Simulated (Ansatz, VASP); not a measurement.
## Sn in VASP and in Ansatz

```
Sn
1.0
     0.00000    2.36779    2.36779
     2.36779    0.00000    2.36779
     2.36779    2.36779    0.00000
Sn
1
Direct
  0.00000 0.00000 0.00000
```

Alike in both runs: functional PBEsol; k mesh 8 × 8 × 8; occupations gaussian, width 0.1 eV; no spin polarisation.

Ansatz relaxed the structure, and its values are those at the end. VASP's run is a single point on that final structure, the one shown.

|  | VASP | Ansatz |
| --- | --- | --- |
| version | VASP 6.6.1 | Ansatz 0.2.0 |
| potentials or method | VASP PAW PBE potentials, release 64 (Sn_d), cutoff 520 eV | scalar-relativistic, plane waves, PAW |
| valence electrons in the cell | 14 | 14 |

VASP gave:

```
gap on the k mesh at the Fermi level (eV) : none
pressure (GPa)                            : 0.0
```

What did Ansatz give for the same quantities?

gap on the k mesh at the Fermi level (eV): none; pressure (GPa): 0.1.

VASP's potentials were made for PBE, not for PBEsol. A gap of «none» marks a metal or a gap that the smearing closes.
